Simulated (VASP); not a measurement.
Wanted: the native input for a VASP 6.6.1 run.

```
Task                   : relaxation of cell and atoms
Functional             : PBE
Potentials or basis    : VASP PAW PBE potentials, release 64 (Ta_pv)
Cutoff                 : 600 eV
k mesh                 : 18 × 18 × 18
Occupations            : gaussian, width 0.1 eV
Spin                   : no spin polarisation
Dipole correction      : no
Further INCAR settings : ALGO = Normal; EDIFF = 1e-07; IBRION = 2; EDIFFG = -0.005; NSW = 100; ISIF = 3
```

The structure of Ta lies in POSCAR:

```
Ta
1.0
   -1.6512800000      1.6512800000      1.6512800000
    1.6512800000     -1.6512800000      1.6512800000
    1.6512800000      1.6512800000     -1.6512800000
Ta
1
Direct
    0.0000000000      0.0000000000      0.0000000000
```

One way to write it, as run:

INCAR

```
SYSTEM = Ta
PREC = Accurate
ENCUT = 600
EDIFF = 1E-7
ISMEAR = 0
SIGMA = 0.1
LREAL = .False.
LASPH = .True.
NELM = 80
ALGO = Normal
ISIF = 3
LWAVE = .False.
LCHARG = .False.
GGA = PE
IBRION = 2
NSW = 100
EDIFFG = -0.005
```

KPOINTS

```
regular mesh
0
Gamma
  18 18 18
  0 0 0
```

Potentials or basis: VASP PAW PBE potentials, release 64 (Ta_pv).

The run is started by

```sh
$ cat potpaw_PBE.64/Ta_pv/POTCAR > POTCAR
$ mpirun -np 1 vasp_std > vasp.out
```

Results of the run:

| Property | Result |
| --- | --- |
| Relaxed volume | 18.29 Å³/atom |
| Relaxed cell | a = 2.875 Å, b = 2.875 Å, c = 2.875 Å, α = 109.47°, β = 109.47°, γ = 109.47° |
| Space group after relaxing (to 0.05 Å) | Im-3m (No. 229) |
| Energy gained by relaxing | 2.6 meV/atom |
| Ionic steps | 3 |
| Pressure after relaxing | 0.0 GPa |

Wall time 20 s on 1 thread of Intel(R) Xeon(R) 6975P-C (Granite Rapids), on a shared host, peak memory 0.18 GiB.
